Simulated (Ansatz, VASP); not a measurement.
**ScF: VASP beside Ansatz**

The input INCAR:

```
ALGO = Normal ; EDIFF = 1E-6
EDIFFG = -0.01 ; ENCUT = 600
GGA = PE ; IBRION = 2
ISIF = 3 ; ISMEAR = 0
LASPH = T ; LCHARG = F
LREAL = F ; LWAVE = F
NELM = 80 ; NSW = 100
PREC = Accurate ; SIGMA = 0.1
```

The input KPOINTS:

```
k-points
0
Gamma
  10 10 8
```

Contents of POSCAR:

```
ScF
1.0
    3.5012640464      0.0000000000      0.0000000000
    0.0000000000      3.5012640464      0.0000000000
    0.0000000000      0.0000000000      5.1799383539
Sc F
2 2
Direct
    0.5000000000      0.0000000000      0.7290467057
    0.0000000000      0.5000000000      0.2709532943
    0.5000000000      0.5000000000      0.0000000000
    0.0000000000      0.0000000000      0.0000000000
```

Input for Ansatz:

```yaml
crystal:
  lattice:
    - [3.5012640464, 0.0, 0.0]
    - [0.0, 3.5012640464, 0.0]
    - [0.0, 0.0, 5.1799383539]
  atoms:
    - { symbol: Sc, position: [0.5, 0.0, 0.7290467057] }
    - { symbol: Sc, position: [0.0, 0.5, 0.2709532943] }
    - { symbol: F, position: [0.5, 0.5, 0.0] }
    - { symbol: F, position: [0.0, 0.0, 0.0] }
basis:
  ecutwfc: 420
kpoints:
  mp_grid: { grid: [10, 10, 8] }
hamiltonian:
  xc: pbe
scf:
  occupations: { method: gaussian, width: 0.1 }
output:
  forces: true
  stress: true
  eigenvalues: true
relax:
  adjacent_minimum: "off"
  f_tol: 0.01
  max_steps: 80
  cell: { stress_tol: 0.05 }
```

Alike in both runs: task relaxation of cell and atoms; functional PBE; k mesh 10 × 10 × 8; occupations gaussian, width 0.1 eV; no spin polarisation.

```csv
,VASP,Ansatz
version,VASP 6.6.1,Ansatz 0.2.0
potentials or method,"VASP PAW PBE potentials, release 64 (Sc_sv, F), cutoff 600 eV","scalar-relativistic, plane waves, PAW"
valence electrons in the cell,36,36
```

```csv
,VASP,Ansatz,Ansatz less VASP
"gap on the k mesh at the Fermi level, each at its own relaxed structure (eV)",none,none,-
relaxed volume (Å³/atom),15.89,15.87,-0.020
relaxed cell length with the largest relative difference (Å),3.497,3.495,-0.0018
```

A gap of «none» marks a metal or a gap that the smearing closes.
